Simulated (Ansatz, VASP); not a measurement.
**Sr in VASP and in Ansatz**

```
CELL_PARAMETERS angstrom
-3.70636 3.70636 2.02088
3.70636 -3.70636 2.02088
3.70636 3.70636 -2.02088
ATOMIC_POSITIONS crystal
Sr 0.75000 0.25000 0.50000
Sr 0.00000 0.00000 0.00000
```

Alike in both runs: task single point; functional PBE; k mesh 4 × 4 × 4; occupations gaussian, width 0.1 eV; no spin polarisation.

```csv
,VASP,Ansatz
version,VASP 6.6.1,Ansatz 0.2.0
potentials or method,"VASP PAW PBE potentials, release 64 (Sr_sv), cutoff 500 eV","scalar-relativistic, plane waves, PAW"
valence electrons in the cell,20,20
```

|  | VASP | Ansatz | Ansatz less VASP |
| --- | --- | --- | --- |
| gap on the k mesh at the Fermi level (eV) | none | none | - |
| pressure (GPa) | 0.5 | 0.5 | +0.01 |
| traceless stress, the component that is largest in VASP (GPa) | -0.34 | -0.34 | +0.001 |

A gap of «none» marks a metal or a gap that the smearing closes.

The k mesh is coarse, so the values compare programs but aren't converged.
